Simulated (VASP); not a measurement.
Here is a VASP 6.6.1 calculation.

INCAR

```
SYSTEM = Mg3CdS2
PREC     = Accurate       ! precision mode
ENCUT    = 600            ! plane-wave cutoff, eV
EDIFF    = 1E-6           ! SCF threshold, eV
ISMEAR   = 0              ! smearing method
SIGMA    = 0.1            ! smearing width, eV
LREAL    = .FALSE.        ! projectors in reciprocal space
LASPH    = .TRUE.         ! aspherical terms in the spheres
NELM     = 80             ! most SCF steps
ALGO     = Normal         ! electronic algorithm
ISIF     = 3              ! what is computed and relaxed
LWAVE    = .FALSE.        ! write WAVECAR
LCHARG   = .FALSE.        ! write CHGCAR
GGA      = PE             ! functional
IBRION   = 2              ! ionic algorithm
NSW      = 100            ! ionic steps
EDIFFG   = -0.01          ! ionic threshold
```

The input KPOINTS:

```
Automatic mesh
0
G
  12 12 4
  0 0 0
```

File POSCAR:

```
Mg3CdS2
1.0
    5.2275643557      0.0000000000      0.0000000000
   -2.6137821779      4.5272035320      0.0000000000
    0.0000000000      0.0000000000      9.5595033064
Mg Cd S
3 1 2
Direct
    0.3333333333      0.6666666667      0.5000000000
    0.6666666667      0.3333333333      0.5000000000
    0.0000000000      0.0000000000      0.0000000000
    0.0000000000      0.0000000000      0.5000000000
    0.0000000000      0.0000000000      0.2368546797
    0.0000000000      0.0000000000      0.7631453203
```

Potentials or basis: VASP PAW PBE potentials, release 64 (Mg, Cd, S).

The run is started by

```console
$ cat potpaw_PBE.64/Mg/POTCAR potpaw_PBE.64/Cd/POTCAR potpaw_PBE.64/S/POTCAR > POTCAR
$ mpirun -np 1 vasp_std > vasp.out
```

(1) What does it give for the relaxed volume?

(2) Estimate the relaxed cell.

(3) Estimate the space group after relaxing (to 0.1 Å).

## Answers

(1) 38.12 Å³/atom.

(2) a = 5.247 Å, b = 5.247 Å, c = 9.591 Å, α = 90.00°, β = 90.00°, γ = 120.00°.

(3) P6/mmm (No. 191).
